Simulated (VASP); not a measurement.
# Fe3Co (P4/mmm) in VASP: further runs, part 2 of 2

VASP 6.6.1. The steps go on from the part before.

**4. Single point, LDA, collinear spin, ferromagnetic start**

This run uses another cell than the first one, of 10.72 Å³/atom.

Input file INCAR:

```
PREC = Accurate ; ENCUT = 520
EDIFF = 1E-6 ; ISMEAR = 0
SIGMA = 0.15 ; LREAL = F
LASPH = T ; NELM = 150
ALGO = Normal ; ISIF = 2
LWAVE = F ; LCHARG = F
ISPIN = 2 ; MAGMOM = 2.34 2.66 2.66 1.9
LORBIT = 11 ; LMAXMIX = 4
GGA = CA ; NBANDS = 28
```

Input file KPOINTS:

```
Automatic mesh
0
Gamma
  10 10 14
```

Input file POSCAR:

```
Fe3Co
1.0
    3.9128358000      0.0000000000      0.0000000000
    0.0000000000      3.9128358000      0.0000000000
    0.0000000000      0.0000000000      2.8020000000
Fe Co
3 1
Direct
    0.5000000000      0.5000000000      0.0000000000
    0.5000000000      0.0000000000      0.5000000000
    0.0000000000      0.5000000000      0.5000000000
    0.0000000000      0.0000000000      0.0000000000
```

Run with:

```
$ cat potpaw_LDA.64/Fe/POTCAR potpaw_LDA.64/Co/POTCAR > POTCAR
$ mpirun -np 1 vasp_std > vasp.out
```

Run time: 14 min. Hardware: 1 thread of Intel Xeon 8259CL, shared host; peak memory 0.38 GiB.

It converged, with:

```yaml
Free_energy: -35.7097 eV
Pressure: -4.7 GPa
Net_moment: 8.62 μB per cell
Site_moments: Fe +2.10, +2.38 (each value once); Co +1.65 μB
Valence_electrons_inside_the_program's_atomic_spheres: Fe 7.41, 7.36 (each value once); Co 8.38
```

Stress tensor (GPa, compression positive):
```
-3.91  0.00  0.00
 0.00 -3.91  0.00
 0.00  0.00 -6.39
```

Levels at points of the mesh, in eV from the Fermi level:
Spin up:
```
           k point  band 17  band 18  band 19  band 20  band 21  band 22  band 23  band 24  band 25  band 26
(0.00, 0.00, 0.00)    -0.22    -0.22    -0.09     0.24     0.24     0.35     0.35     7.48     7.62     9.58
(0.50, 0.00, 0.00)    -1.36    -1.21    -1.19    -0.98    -0.19     0.31     5.16     5.20     7.87     8.24
(0.50, 0.50, 0.00)    -1.45    -1.39    -1.32    -1.32    -0.02     0.17     0.22     0.22    16.80    17.20
(0.00, 0.00, 0.50)    -1.22    -0.99    -0.97    -0.92     0.04     0.07     8.63     8.63     8.65     8.65
(0.50, 0.00, 0.50)    -1.13    -0.94    -0.81    -0.60     1.95     2.07     2.29     2.36    11.04    11.04
(0.50, 0.50, 0.50)    -0.05     0.00     0.13     0.13     0.20     0.20     0.25     0.44     7.11     7.47
```
Spin down:
```
           k point  band 8  band 9  band 10  band 11  band 12  band 13  band 14  band 15  band 16  band 17
(0.00, 0.00, 0.00)   -0.93   -0.93    -0.86     0.61     0.62     0.62     0.64     1.06     1.32     1.41
(0.50, 0.00, 0.00)   -1.46   -1.43    -0.99    -0.96    -0.37     0.12     0.41     0.49     0.50     0.78
(0.50, 0.50, 0.00)   -1.31   -1.05    -0.90    -0.90    -0.33    -0.33    -0.24    -0.24    -0.19     0.42
(0.00, 0.00, 0.50)   -2.20   -1.69    -1.35    -0.57    -0.57    -0.24    -0.24     0.31     0.73     0.77
(0.50, 0.00, 0.50)   -2.05   -2.01    -1.62    -1.62    -1.52     0.41     0.57     0.68     1.03     1.09
(0.50, 0.50, 0.50)   -2.02    0.35     0.37     0.46     0.51     0.51     0.67     0.95     0.95     1.34
```

Caveat: the cell stands under tension.

**5. Single point, LDA, collinear spin, ferromagnetic start**

This run uses another cell than the first one, of 11.83 Å³/atom.

Input file INCAR:

```
SYSTEM = Fe3Co
PREC     = Accurate       ! precision mode
ENCUT    = 520            ! plane-wave cutoff, eV
EDIFF    = 1E-6           ! SCF threshold, eV
ISMEAR   = 0              ! smearing method
SIGMA    = 0.15           ! smearing width, eV
LREAL    = .False.        ! projectors in reciprocal space
LASPH    = .True.         ! aspherical terms in the spheres
NELM     = 150            ! most SCF steps
ALGO     = Fast           ! electronic algorithm
ISIF     = 2              ! what is computed and relaxed
LWAVE    = .False.        ! write WAVECAR
LCHARG   = .False.        ! write CHGCAR
ISPIN    = 2              ! spin polarisation
MAGMOM   = 2.34 2.66 2.66 1.9 ! initial moments
LORBIT   = 11             ! projections on sites
LMAXMIX  = 4              ! l up to which the mixer works
GGA      = CA             ! functional
NBANDS   = 28             ! bands
```

Input file KPOINTS:

```
regular mesh
0
Gamma
  10 10 14
  0 0 0
```

Input file POSCAR:

```
Fe3Co
1.0
    4.0433000000      0.0000000000      0.0000000000
    0.0000000000      4.0433000000      0.0000000000
    0.0000000000      0.0000000000      2.8938000000
Fe Co
3 1
Direct
    0.5000000000      0.5000000000      0.0000000000
    0.5000000000      0.0000000000      0.5000000000
    0.0000000000      0.5000000000      0.5000000000
    0.0000000000      0.0000000000      0.0000000000
```

Run with:

```
$ cat potpaw_LDA.64/Fe/POTCAR potpaw_LDA.64/Co/POTCAR > POTCAR
$ mpirun -np 1 vasp_std > vasp.out
```

Run time: 8.1 min. Hardware: 1 thread of Intel Xeon 8259CL, shared host; peak memory 0.4 GiB.

It converged, with:

- Free energy: -35.3266 eV
- Pressure: -21.5 GPa
- Net moment: 9.15 μB per cell
- Site moments: Fe +2.31, +2.53 (each value once); Co +1.71 μB
- Valence electrons inside the program's atomic spheres: Fe 7.21, 7.16 (each value once); Co 8.20

Stress tensor (GPa, compression positive):
```
-20.86   0.00   0.00
  0.00 -20.86   0.00
  0.00   0.00 -22.64
```

Levels at points of the mesh, in eV from the Fermi level:
Spin up:
```tsv
k point	band 17	band 18	band 19	band 20	band 21	band 22	band 23	band 24	band 25	band 26
(0.00, 0.00, 0.00)	-0.38	-0.38	-0.27	0.12	0.12	0.27	0.27	6.60	6.72	8.94
(0.50, 0.00, 0.00)	-1.37	-1.23	-1.22	-1.05	-0.35	0.08	4.71	4.73	7.07	7.40
(0.50, 0.50, 0.00)	-1.47	-1.39	-1.30	-1.30	-0.19	-0.02	-0.02	-0.02	15.62	15.96
(0.00, 0.00, 0.50)	-1.23	-1.06	-1.04	-1.02	-0.14	-0.14	7.95	7.95	7.98	7.98
(0.50, 0.00, 0.50)	-1.17	-1.04	-0.90	-0.70	1.62	1.74	1.92	1.99	10.22	10.24
(0.50, 0.50, 0.50)	-0.22	-0.01	-0.01	0.08	0.18	0.18	0.19	0.27	6.26	6.59
```
Spin down:
```
           k point  band 9  band 10  band 11  band 12  band 13  band 14  band 15  band 16
(0.00, 0.00, 0.00)   -0.61    -0.57     0.63     0.63     0.69     0.71     1.13     1.40
(0.50, 0.00, 0.00)   -1.04    -0.71    -0.66    -0.10     0.29     0.56     0.60     0.66
(0.50, 0.50, 0.00)   -0.80    -0.66    -0.66    -0.10    -0.07    -0.01    -0.01     0.07
(0.00, 0.00, 0.50)   -1.29    -0.95    -0.30    -0.30     0.00     0.00     0.47     0.76
(0.50, 0.00, 0.50)   -1.60    -1.29    -1.24    -1.15     0.52     0.62     0.79     1.14
(0.50, 0.50, 0.50)    0.39     0.45     0.53     0.53     0.55     0.67     1.03     1.03
```

Caveat: the cell stands under tension.

**6. Single point, LDA, collinear spin, ferromagnetic start**

This run uses another cell than the first one, of 10.20 Å³/atom.

Input file INCAR:

```
PREC = Accurate ; ENCUT = 520
EDIFF = 1E-7 ; ISMEAR = 0
SIGMA = 0.15 ; LREAL = False
LASPH = True ; NELM = 150
ALGO = Normal ; ISIF = 2
LWAVE = False ; LCHARG = False
ISPIN = 2 ; MAGMOM = 2.34 2.66 2.66 1.9
LORBIT = 11 ; LMAXMIX = 4
NBANDS = 28
```

Input file KPOINTS:

```
regular mesh
0
Gamma
  10 10 14
```

Input file POSCAR:

```
Fe3Co
1.0
    3.8476000000      0.0000000000      0.0000000000
    0.0000000000      3.8476000000      0.0000000000
    0.0000000000      0.0000000000      2.7560274745
Fe Co
3 1
Direct
    0.5000000000      0.5000000000      0.0000000000
    0.5000000000      0.0000000000      0.5000000000
    0.0000000000      0.5000000000      0.5000000000
    0.0000000000      0.0000000000      0.0000000000
```

Potentials or basis: VASP PAW LDA potentials, release 64 (Fe, Co).

Run with:

```
$ cat potpaw_LDA.64/Fe/POTCAR potpaw_LDA.64/Co/POTCAR > POTCAR
$ mpirun -np 1 vasp_std > vasp.out
```

It took 13 min on 1 thread of Intel Xeon 8259CL, shared host; peak memory 0.36 GiB.

The run converged. Its results:

- Free energy: -35.6961 eV
- Pressure: 7.2 GPa
- Net moment: 8.25 μB per cell
- Site moments: Fe +1.98, +2.27 (each value once); Co +1.60 μB
- Valence electrons inside the program's atomic spheres: Fe 7.53, 7.48 (each value once); Co 8.48

Stress tensor (GPa, compression positive):
```
8.07 0.00 0.00
0.00 8.07 0.00
0.00 0.00 5.53
```

Levels at points of the mesh, in eV from the Fermi level:
Spin up:
```tsv
k point	band 19	band 20	band 21	band 22	band 23	band 24
(0.00, 0.00, 0.00)	0.01	0.23	0.23	0.48	0.48	7.98
(0.50, 0.00, 0.00)	-1.20	-0.96	-0.09	0.43	5.41	5.47
(0.50, 0.50, 0.00)	-1.36	-1.36	0.08	0.27	0.36	0.36
(0.00, 0.00, 0.50)	-0.90	-0.85	0.12	0.20	9.00	9.00
(0.50, 0.00, 0.50)	-0.75	-0.56	2.14	2.27	2.50	2.57
(0.50, 0.50, 0.50)	0.11	0.11	0.25	0.32	0.32	0.57
```
Spin down:
| k point | band 10 | band 11 | band 12 | band 13 | band 14 | band 15 |
| --- | --- | --- | --- | --- | --- | --- |
| (0.00, 0.00, 0.00) | -1.04 | 0.54 | 0.58 | 0.62 | 0.62 | 1.01 |
| (0.50, 0.00, 0.00) | -1.20 | -1.11 | -0.55 | 0.02 | 0.31 | 0.39 |
| (0.50, 0.50, 0.00) | -1.05 | -1.05 | -0.49 | -0.48 | -0.39 | -0.39 |
| (0.00, 0.00, 0.50) | -1.59 | -0.74 | -0.74 | -0.38 | -0.38 | 0.20 |
| (0.50, 0.00, 0.50) | -1.84 | -1.81 | -1.75 | 0.32 | 0.53 | 0.60 |
| (0.50, 0.50, 0.50) | 0.33 | 0.40 | 0.50 | 0.50 | 0.68 | 0.89 |

Caveat: the cell stands under pressure.

**7. Summary**

| cell | gap on the mesh (eV) | pressure (GPa) | moment (μB) |
| --- | --- | --- | --- |
| a = 4.109, b = 4.109, c = 2.664 Å, 4 atoms | none | -13.4 | 8.86 |
| a = 3.978, b = 3.978, c = 2.894 Å, 4 atoms | none | -16.7 | 8.98 |
| a = 3.913, b = 3.913, c = 2.802 Å, 4 atoms | none | -4.7 | 8.62 |
| a = 4.043, b = 4.043, c = 2.894 Å, 4 atoms | none | -21.5 | 9.15 |
| a = 3.848, b = 3.848, c = 2.756 Å, 4 atoms | none | 7.2 | 8.25 |

Alike in all rows: task single point; level LDA; potentials or basis VASP PAW LDA potentials, release 64 (Fe, Co); spin collinear, ferromagnetic start; k mesh 10 × 10 × 14; cutoff (eV) 520; smearing gaussian 0.15 eV.

Caveats: the cell stands under tension (at least some runs); the stress differs along the axes, from -17 to -5 GPa (at least some runs); the cell stands under pressure (at least some runs).

Total energies depend on the potentials used, so only differences within one code and one set of settings carry meaning.
